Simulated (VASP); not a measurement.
Set up this calculation in VASP 6.6.1, as the native input.

```
Task                   : single point
Functional             : PBE
Potentials or basis    : VASP PAW PBE potentials, release 64 (Os, C)
Cutoff                 : 520 eV
k mesh                 : 6 × 6 × 6
Occupations            : gaussian, width 0.1 eV
Spin                   : no spin polarisation
Dipole correction      : no
Further INCAR settings : ALGO = Normal; EDIFF = 1e-06; NBANDS = 15
```

The structure of OsC2 lies in POSCAR:

```
OsC2
1.0
    2.5142157353      0.0000000022      0.0000000000
   -1.2571078696      2.1773746962      0.0000000000
    0.0000000000      0.0000000000      8.4955739850
Os C
1 2
Direct
    0.0000000000      0.0000000000      0.0000000000
    0.3333333333      0.6666666667      0.5000000000
    0.6666666667      0.3333333333      0.5000000000
```

The cell was built from a structure type or drawn by symmetry, and may not be a known phase.

One way to write it, as run:

INCAR

```
SYSTEM = OsC2
  ALGO = Normal
  EDIFF = 1E-6
  ENCUT = 520
  GGA = PE
  ISIF = 2
  ISMEAR = 0
  LASPH = .True.
  LCHARG = .False.
  LREAL = .False.
  LWAVE = .False.
  NBANDS = 15
  NELM = 60
  PREC = Accurate
  SIGMA = 0.1
```

KPOINTS

```
k-points
0
Gamma
  6 6 6
  0 0 0
```

Potentials or basis: VASP PAW PBE potentials, release 64 (Os, C).

Launch:

```bash
$ cat potpaw_PBE.64/Os/POTCAR potpaw_PBE.64/C/POTCAR > POTCAR
$ mpirun -np 1 vasp_std > vasp.out
```

It gave:

The pressure is 0.1 GPa and the band gap on the k mesh is zero (bands 8 and 9 overlap by 1.43 eV).

Caveat: the k points lie up to 0.48 Å⁻¹ apart, too coarse for converged energies and pressures of a metal; spin-orbit coupling is left out, which moves the levels of the heavy elements.

Wall time 48 s on 1 thread of Intel Xeon 8259CL, on a shared host, peak memory 0.17 GiB.
